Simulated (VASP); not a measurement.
A run of VASP 6.6.1:

The input POSCAR:

```
PbO2
1.0
    0.0000000000      2.7019920000      2.7019920000
    2.7019920000      0.0000000000      2.7019920000
    2.7019920000      2.7019920000      0.0000000000
Pb O
1 2
Direct
    0.0000000000      0.0000000000      0.0000000000
    0.7500000000      0.7500000000      0.7500000000
    0.2500000000      0.2500000000      0.2500000000
```

Contents of INCAR.step1:

```
SYSTEM = PbO2
PREC = Accurate
ENCUT = 520
EDIFF = 1E-6
ISMEAR = -5
SIGMA = 0.05
LREAL = .False.
LASPH = .True.
NELM = 120
ALGO = Normal
ISIF = 2
LWAVE = .False.
LCHARG = .True.
GGA = PS
IVDW = 12
NBANDS = 20
GGA_COMPAT = .False.
NEDOS = 2001
LORBIT = 11
```

File KPOINTS.step1:

```
Automatic mesh
0
Gamma
  9 9 9
  0 0 0
```

File INCAR.step2:

```
SYSTEM = PbO2
PREC = Accurate
ENCUT = 520
EDIFF = 1E-6
ISMEAR = -5
SIGMA = 0.05
LREAL = .False.
LASPH = .True.
NELM = 120
ALGO = Normal
ISIF = 2
LWAVE = .False.
LCHARG = .False.
GGA = PS
IVDW = 12
LORBIT = 11
NEDOS = 1001
ICHARG = 11
GGA_COMPAT = .False.
```

Contents of KPOINTS.step2:

```
Automatic mesh
0
Gamma
  14 14 14
  0 0 0
```

Potentials or basis: VASP PAW PBE potentials, release 64 (Pb_d, O).

The run is started by

```console
$ cat potpaw_PBE.64/Pb_d/POTCAR potpaw_PBE.64/O/POTCAR > POTCAR
$ cp INCAR.step1 INCAR
$ cp KPOINTS.step1 KPOINTS
$ mpirun -np 1 vasp_std > vasp.out
$ cp INCAR.step2 INCAR
$ cp KPOINTS.step2 KPOINTS
$ mpirun -np 1 vasp_std > vasp.out
```

Hardware: 1 thread of Intel(R) Xeon(R) Platinum 8559C (Emerald Rapids), on a shared host.

Q: Estimate the wall time of this run.

A: Wall time 33 s on 1 thread of Intel(R) Xeon(R) Platinum 8559C (Emerald Rapids), with other jobs on the host, peak memory 0.2 GiB. Counts: k points 104.
